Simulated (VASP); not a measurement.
Crystal: Au.

```
Au
1.0
     1.71937    0.00318   -2.33633
    -3.27021   -2.93020   -2.49135
    -3.32316    3.03044   -2.53896
Au
4
Direct
  0.95318 0.02639 0.97783
  0.48262 0.51504 0.99598
  0.49810 0.96905 0.55465
  0.06610 0.48952 0.47155
```

| Property | Result |
| --- | --- |
| Program | VASP 6.6.1 |
| Task | relaxation of cell and atoms |
| Functional | PBE |
| Potentials or basis | VASP PAW PBE potentials, release 64 (Au) |
| Cutoff | 600 eV |
| k mesh | 8 × 4 × 4 |
| Occupations | gaussian, width 0.2 eV |
| Spin | no spin polarisation |

At the start: pressure 6.2 GPa; volume 17.92 Å³/atom.

**Question.** How do energy, volume and symmetry change on relaxing?

**Answer.** Over 21 steps the energy falls by 119.0 meV/atom and the volume is 18.01 Å³/atom (+0.5 %); space group P1 (No. 1, to 0.1 Å) before, Immm (No. 71, to 0.1 Å).

Step by step:
```csv
step,energy change (eV),largest force (eV/Å),pressure (GPa),volume (Å³)
1,0.0000,2.2892,6.20,71.68
2,-0.1446,0.3686,-8.42,79.09
3,-0.2191,0.8563,-4.12,76.05
4,-0.3525,0.4980,-0.48,73.15
5,-0.3664,0.5564,1.62,71.97
6,-0.4180,0.3878,0.21,72.42
7,-0.4271,0.4188,-0.30,72.68
8,-0.4473,0.2353,0.06,72.35
9,-0.4547,0.1594,0.55,72.03
10,-0.4586,0.1434,-0.98,72.79
11,-0.4586,0.1481,-0.83,72.72
12,-0.4622,0.1384,-0.67,72.60
13,-0.4679,0.1391,-0.24,72.31
14,-0.4664,0.1985,0.85,71.71
15,-0.4694,0.1541,0.15,72.07
16,-0.4722,0.0986,-0.02,72.13
17,-0.4742,0.0624,-0.24,72.22
18,-0.4744,0.0728,-0.28,72.25
19,-0.4752,0.0458,0.47,71.86
20,-0.4752,0.0552,0.29,71.93
21,-0.4760,0.0249,0.10,72.05
```

Final structure:
```
Au
1.0
     1.72274    0.00261   -2.30133
    -3.30350   -3.03975   -2.47355
    -3.29588    3.03818   -2.47309
Au
4
Direct
  0.00037 0.00138 0.00080
  0.50024 0.50223 0.99894
  0.50169 0.99839 0.50068
  0.99769 0.49799 0.49957
```
